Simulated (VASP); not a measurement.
# C26N (a cell with a defect) in VASP: single point with PBE

Aim: the single point of C26N (a cell with a defect) with PBE.

Everything below comes from runs of VASP 6.6.1. Logs are shortened: lines on timing, memory, paths and dates and some standing lists are left out, and cuts for length are marked.

## 1. The cell of the first run

The cell holds a defect, 27 atoms: a = 6.526 Å, b = 6.526 Å, c = 8.465 Å, α = 90.00°, β = 90.00°, γ = 120.00°.

## 2. Single point, PBE

File INCAR:

```
SYSTEM = C26N
PREC = Accurate
ENCUT = 520
EDIFF = 1E-6
ISMEAR = 0
SIGMA = 0.1
LREAL = Auto
LASPH = .TRUE.
NELM = 80
ALGO = Normal
ISIF = 2
LWAVE = .FALSE.
LCHARG = .FALSE.
GGA = PE
NBANDS = 74
```

File KPOINTS:

```
regular mesh
0
G
  4 4 3
  0 0 0
```

File POSCAR:

```
C26N
1.0
    4.9330655670     -4.2721600996      0.0000000000
   -6.1663319588     -2.1360800497      0.0000000000
    0.0000000000      0.0000000000     -8.4654494173
N C
1 26
Direct
    0.7762855255      0.8061631176      0.7499999926
    0.1422789173      0.7144604373      0.7499999926
    0.7262202060      0.5794394328      0.7499999926
    0.2959213189      0.4485130362      0.7499999926
    0.8443408472      0.2654164212      0.7499999926
    0.4259055212      0.1449451420      0.7499999926
   -0.0016488239     -0.0070610464      0.7499999926
    0.5712981838      0.8567369441      0.2499999581
    0.1427559504      0.7138977423      0.2499999581
    0.7141301177      0.5710295387      0.2499999581
    0.2856267720      0.4282141493      0.2499999581
    0.8570101015      0.2852854880      0.2499999581
    0.4284435254      0.1424135140      0.2499999581
   -0.0001699184     -0.0003928136      0.2499999581
    0.3431206356      0.6941498806      0.7499999926
    0.9030419454      0.5137509864      0.7499999926
    0.4807883071      0.3895646973      0.7499999926
    0.0481475878      0.2404225425      0.7499999926
    0.5930802307      0.0726359962      0.7499999926
    0.1862823678      0.9527067589      0.7499999926
    0.5236784789      0.6187009226      0.2499999581
    0.0951086913      0.4757876205      0.2499999581
    0.6665245231      0.3329255039      0.2499999581
    0.2379658356      0.1900906532      0.2499999581
    0.8093400752      0.0471923437      0.2499999581
    0.3808515633      0.9043542856      0.2499999581
    0.9522428774      0.7615135839      0.2499999581
```

Potentials or basis: VASP PAW PBE potentials, release 64 (N, C).

Started as:

```
> cat potpaw_PBE.64/N/POTCAR potpaw_PBE.64/C/POTCAR > POTCAR
> mpirun -np 1 vasp_std > vasp.out
```

OUTCAR:

```text
SYSTEM = C26N
   PREC = Accurate
   ENCUT = 520
   EDIFF = 1E-6
   ISMEAR = 0
   LREAL = Auto
   LASPH = .TRUE.
   NELM = 80
   ISIF = 2
   GGA = PE

 ion  position               nearest neighbor table
   1  0.776  0.806  0.750-   3 1.35   7 1.35
   2  0.142  0.714  0.750-  15 1.38  20 1.43  16 1.45
   3  0.726  0.579  0.750-   1 1.35  16 1.42  17 1.45
   4  0.296  0.449  0.750-  17 1.44  15 1.47  18 1.50
   5  0.844  0.265  0.750-  18 1.42  16 1.47  19 1.49
   6  0.426  0.145  0.750-  19 1.39  20 1.43  17 1.45
   7  0.998  0.993  0.750-   1 1.35  20 1.38  18 1.48
   8  0.571  0.857  0.250-  21 1.42  25 1.42  26 1.42
   9  0.143  0.714  0.250-  26 1.42  22 1.42  27 1.42
  10  0.714  0.571  0.250-  21 1.42  23 1.42  27 1.42
  11  0.286  0.428  0.250-  21 1.42  22 1.42  24 1.42
  12  0.857  0.285  0.250-  25 1.42  22 1.42  23 1.42
  13  0.428  0.142  0.250-  26 1.42  23 1.42  24 1.42
  14  1.000  1.000  0.250-  25 1.42  27 1.42  24 1.42
  15  0.343  0.694  0.750-   2 1.38   4 1.47
  16  0.903  0.514  0.750-   3 1.42   2 1.45   5 1.47
  17  0.481  0.390  0.750-   4 1.44   6 1.45   3 1.45
  18  0.048  0.240  0.750-   5 1.42   7 1.48   4 1.50
  19  0.593  0.073  0.750-   6 1.39   5 1.49
  20  0.186  0.953  0.750-   7 1.38   2 1.43   6 1.43
  21  0.524  0.619  0.250-   8 1.42  11 1.42  10 1.42
  22  0.095  0.476  0.250-   9 1.42  12 1.42  11 1.42
  23  0.667  0.333  0.250-  13 1.42  10 1.42  12 1.42
  24  0.238  0.190  0.250-  11 1.42  14 1.42  13 1.42
  25  0.809  0.047  0.250-   8 1.42  12 1.42  14 1.42
  26  0.381  0.904  0.250-   8 1.42  13 1.42   9 1.42
  27  0.952  0.762  0.250-  14 1.42  10 1.42   9 1.42

  LATTYP: Found a hexagonal cell.
 ALAT       =     6.5258323458
 C/A-ratio  =     1.2972214070

  Lattice vectors:

 A1 = (   4.9330655670,  -4.2721600996,   0.0000000000)
 A2 = (  -6.1663319588,  -2.1360800497,   0.0000000000)
 A3 = (   0.0000000000,   0.0000000000,  -8.4654494173)

Analysis of symmetry for initial positions (statically):
=====================================================================
 Subroutine PRICEL returns:
 Original cell was already a primitive cell.

 Routine SETGRP: Setting up the symmetry group for a
 hexagonal supercell.

 Subroutine GETGRP returns: Found  2 space group operations
 (whereof  1 operations were pure point group operations)
 out of a pool of 24 trial point group operations.

The static configuration has the point symmetry C_1 .
 The point group associated with its full space group is C_1h.

Analysis of symmetry for dynamics (positions and initial velocities):
=====================================================================
 Subroutine PRICEL returns:
 Original cell was already a primitive cell.

 Routine SETGRP: Setting up the symmetry group for a
 hexagonal supercell.

 Subroutine GETGRP returns: Found  2 space group operations
 (whereof  1 operations were pure point group operations)
 out of a pool of 24 trial point group operations.

The dynamic configuration has the point symmetry C_1 .
 The point group associated with its full space group is C_1h.

 Subroutine INISYM returns: Found  2 space group operations
 (whereof  1 operations are pure point group operations),
 and found     1 'primitive' translations

----------------------------------------------------------------------------------------

                                     Primitive cell

  volume of cell :     312.2141

  direct lattice vectors                    reciprocal lattice vectors
     4.933065567 -4.272160100  0.000000000     0.057918202 -0.167195446  0.000000000
    -6.166331959 -2.136080050  0.000000000    -0.115836403 -0.133756357  0.000000000
     0.000000000  0.000000000 -8.465449417     0.000000000  0.000000000 -0.118127219

  length of vectors
     6.525832346  6.525832346  8.465449417     0.176943028  0.176943028  0.118127219

  position of ions in fractional coordinates (direct lattice)
     0.776285526  0.806163118  0.749999993
     0.142278917  0.714460437  0.749999993
     0.726220206  0.579439433  0.749999993
     0.295921319  0.448513036  0.749999993
     0.844340847  0.265416421  0.749999993
     0.425905521  0.144945142  0.749999993
[... 19 lines left out ...]
     0.380851563  0.904354286  0.249999958
     0.952242877  0.761513584  0.249999958

  ion indices of the primitive-cell ions
   primitive index   ion index
                 1           1
                 2           2
                 3           3
                 4           4
                 5           5
                 6           6
[... 19 lines left out ...]
                26          26
                27          27

----------------------------------------------------------------------------------------

 KPOINTS: regular mesh

Automatic generation of k-mesh.
 Grid dimensions read from file:
 generate k-points for:    4    4    3

 Generating k-lattice:

  Cartesian coordinates                     Fractional coordinates (reciprocal lattice)
     0.014479550 -0.041798862  0.000000000     0.250000000 -0.000000000  0.000000000
    -0.028959101 -0.033439089  0.000000000     0.000000000  0.250000000  0.000000000
     0.000000000  0.000000000 -0.039375740     0.000000000  0.000000000  0.333333333

  Length of vectors
     0.044235757  0.044235757  0.039375740

  Shift w.r.t. Gamma in fractional coordinates (k-lattice)
     0.000000000  0.000000000  0.000000000

 Subroutine IBZKPT returns following result:
 ===========================================

 Found     20 irreducible k-points:

 Following reciprocal coordinates:
            Coordinates               Weight
  0.000000  0.000000  0.000000      1.000000
  0.250000  0.000000  0.000000      2.000000
  0.000000  0.250000  0.000000      2.000000
 -0.250000  0.250000  0.000000      2.000000
  0.500000  0.000000  0.000000      1.000000
  0.000000  0.500000  0.000000      1.000000
[... 12 lines left out ...]
 -0.250000  0.500000  0.333333      4.000000
  0.500000  0.250000  0.333333      4.000000
   k-points           NKPTS =     20   k-points in BZ     NKDIM =     20   number of bands    NBANDS=     74
   number of dos      NEDOS =    301   number of ions     NIONS =     27
   total plane-waves  NPLWV = 160000
   dimension x,y,z NGX =    50 NGY =   50 NGZ =   64
   dimension x,y,z NGXF=   100 NGYF=  100 NGZF=  128
   ions per type =               1  26
   NGX,Y,Z   is equivalent  to a cutoff of  12.74, 12.74, 12.57 a.u.
   NGXF,Y,Z  is equivalent  to a cutoff of  25.48, 25.48, 25.14 a.u.
 SYSTEM =  C26N
   PREC   = accura    normal or accurate (medium, high low for compatibility)
   ISTART =      0    job   : 0-new  1-cont  2-samecut
   ICHARG =      2    charge: 1-file 2-atom 10-const
   ISPIN  =      1    spin polarized calculation?
   LNONCOLLINEAR =      F non collinear calculations
   LSORBIT =      F    spin-orbit coupling
   LASPH  =      T    aspherical Exc in radial PAW
   ENCUT  =  520.0 eV  38.22 Ry    6.18 a.u.  12.13 12.13 15.74*2*pi/ulx,y,z
   NELM   =     80;   NELMIN=  2; NELMDL= -5     # of ELM steps
   EDIFF  = 0.1E-05   stopping-criterion for ELM
   LREAL  =      T    real-space projection
   EDIFFG = 0.1E-04   stopping-criterion for IOM
   NSW    =      0    number of steps for IOM
   IBRION =     -1    ionic relax: 0-MD 1-quasi-New 2-CG
   NFREE  =      0    steps in history (QN), initial steepest desc. (CG)
   ISIF   =      2    stress and relaxation
   ISYM   =      2    0-nonsym 1-usesym 2-fastsym
   POTIM  = 0.5000    time-step for ionic-motion
   TEBEG  =    0.0;   TEEND  =   0.0 temperature during run
   PSTRESS=    0.0 pullay stress
   NELECT =     109.0000    total number of electrons
   NUPDOWN=      -1.0000    fix difference up-down
   EMIN   =  10.00;   EMAX   =-10.00  energy-range for DOS
   EFERMI =   0.00;   METHOD = LEGACY
   ISMEAR =     0;   SIGMA  =   0.10  broadening in eV -4-tet -1-fermi 0-gaus
   EFERMI_NEDOS =   21; number of points for ismear=-14 and -15
   IALGO  =     38    algorithm
   IMIX   =      4    mixing-type and parameters
     AMIX     =   0.40;   BMIX     =  1.00
     AMIX_MAG =   1.60;   BMIX_MAG =  1.00
  volume/ion in A,a.u.               =      11.56        78.03
  Fermi-wavevector in a.u.,A,eV,Ry     =   1.152744  2.178370 18.079674  1.328819
  Thomas-Fermi vector in A             =   2.289393
   LORBIT       =      0    0 simple, 1 ext, 2 COOP (PROOUT), +10 PAW based schemes
   GGA     = PE    functional components
   LHFCALC =     F    Hartree Fock is set to
   AEXX    =    0.0000 exact exchange contribution
   IVDW    =     0    specifies the selected vdW correction
   LEPSILON=     F    determine dielectric tensor
   LRPA    =     F    only Hartree local field effects (RPA)
 non-spin polarized calculation
 Gauss-broadening in eV      SIGMA  =   0.10
  energy-cutoff  :      520.00
  volume of cell :      312.21
 maximum number of plane-waves:      8422
 NGX is ok and might be reduce to    50
   NGX = 25   NGY = 25   NGZ = 31

 number of electron     108.9999997 magnetization

 Free energy of the ion-electron system (eV)
  ---------------------------------------------------
  ext. energy  EPLUGINS =         0.00000000
  ---------------------------------------------------
  free energy    TOTEN  =      -241.94098235 eV

  energy without entropy =     -241.92548111  energy(sigma->0) =     -241.93323173

 E-fermi :   1.8712     XC(G=0):  -8.6534

 val. band max:        1.7656315861   @ k =  -0.2500   0.2500   0.0000
 cond. band min:       1.8882953206   @ k =   0.5000   0.0000   0.3333
 fundamental gap:      0.1226637345
 Fermi energy:         1.8711672385

 k-point     1 :       0.0000    0.0000    0.0000
  band No.  band energies     occupation
      1     -17.5169      2.00000
      2     -16.9140      2.00000
      3     -15.3313      2.00000
      4     -13.9153      2.00000
      5     -13.6478      2.00000
      6     -13.6284      2.00000
[... 58 lines left out ...]
     65       6.6021      0.00000
     66       6.6105      0.00000

 k-point     2 :       0.2500    0.0000    0.0000
  band No.  band energies     occupation
      1     -17.4226      2.00000
      2     -16.7034      2.00000
      3     -15.5565      2.00000
      4     -15.0368      2.00000
      5     -14.5541      2.00000
      6     -14.2198      2.00000
[... 1300 lines left out ...]
     65       7.4039      0.00000
     66       8.1961      0.00000
 [bands above 66 left out]

------------------------ aborting loop because EDIFF is reached ----------------------------------------

  FORCE on cell =-STRESS in cart. coord.  units (eV):
  Direction    XX          YY          ZZ          XY          YZ          ZX
  --------------------------------------------------------------------------------------
  -------------------------------------------------------------------------------------
  Total        2.2890881    -20.2251845     -0.0469422    -19.3265305      0.0000000      0.0000000
  in kB       11.7468282   -103.7888261     -0.2408914    -99.1772364      0.0000000      0.0000000
  external PRESSURE =     -30.7609631 kB  Pullay stress =       0.0000000 kB

 VOLUME and BASIS-vectors are now :
 -----------------------------------------------------------------------------
  energy-cutoff  :      520.00
  volume of cell :      312.21
      direct lattice vectors                 reciprocal lattice vectors
     4.933065567 -4.272160100  0.000000000     0.057918202 -0.167195446  0.000000000
    -6.166331959 -2.136080050  0.000000000    -0.115836403 -0.133756357  0.000000000
     0.000000000  0.000000000 -8.465449417     0.000000000  0.000000000 -0.118127219

 POSITION                                       TOTAL-FORCE (eV/Angst)
 -----------------------------------------------------------------------------------
     -1.14160     -5.03845     -6.34909        -0.013326      0.014952      0.000000
     -3.70373     -2.13398     -6.34909        -0.015496      0.016110      0.000000
      0.00948     -4.34026     -6.34909        -0.009692      0.039662      0.000000
     -1.30588     -2.22228     -6.34909         0.000024      0.002577      0.000000
      2.52854     -4.17411     -6.34909         0.000877      0.019158      0.000000
      1.20724     -2.12915     -6.34909        -0.020355      0.008822      0.000000
[... 19 lines left out ...]
     -3.69778     -3.55883     -2.11636         0.008338      0.008892      0.000000
      0.00173     -5.69479     -2.11636         0.006600      0.003279      0.000000
 -----------------------------------------------------------------------------------
    total drift:                               -0.056227     -0.012732     -0.002634

  FREE ENERGIE OF THE ION-ELECTRON SYSTEM (eV)
  ---------------------------------------------------
  free  energy   TOTEN  =      -241.9409823471 eV

  energy  without entropy=     -241.9254811068  energy(sigma->0) =     -241.93323173
```

Wall time 8 min (1 thread of AMD EPYC 9R14 (Zen 4), shared host); peak memory 0.51 GiB.

Results:

* Free energy: -241.9410 eV
* Pressure: -3.1 GPa
* Largest force: 0.053 eV/Å
* Band gap on the k mesh: zero (an odd number of electrons rules out a gap without spin polarisation)

Forces in eV/Å, atoms in the order of the input:
```
N   -0.013  0.015  0.000
C   -0.015  0.016  0.000
C   -0.010  0.040  0.000
C    0.000  0.003  0.000
C    0.001  0.019  0.000
C   -0.020  0.009  0.000
C   -0.041 -0.027  0.000
C    0.004 -0.008  0.000
C   -0.007 -0.004  0.000
C   -0.005 -0.008  0.000
C    0.001  0.010  0.000
C    0.010 -0.004  0.000
C   -0.003  0.005  0.000
C    0.000  0.000  0.000
C    0.002 -0.053  0.000
C    0.002 -0.007  0.000
C    0.011  0.000  0.000
C    0.015  0.001  0.000
C    0.051 -0.004  0.000
C    0.002 -0.008  0.000
C   -0.008 -0.001  0.000
C    0.003 -0.008  0.000
C    0.004  0.002  0.000
C    0.005 -0.007  0.000
C   -0.003  0.007  0.000
C    0.008  0.009  0.000
C    0.007  0.003  0.000
```

Caveat: an odd number of electrons without spin polarisation forces a metal; a magnetic or distorted state may lie lower.

The gap in the log of VASP goes by the Fermi energy; the results here count the filled bands.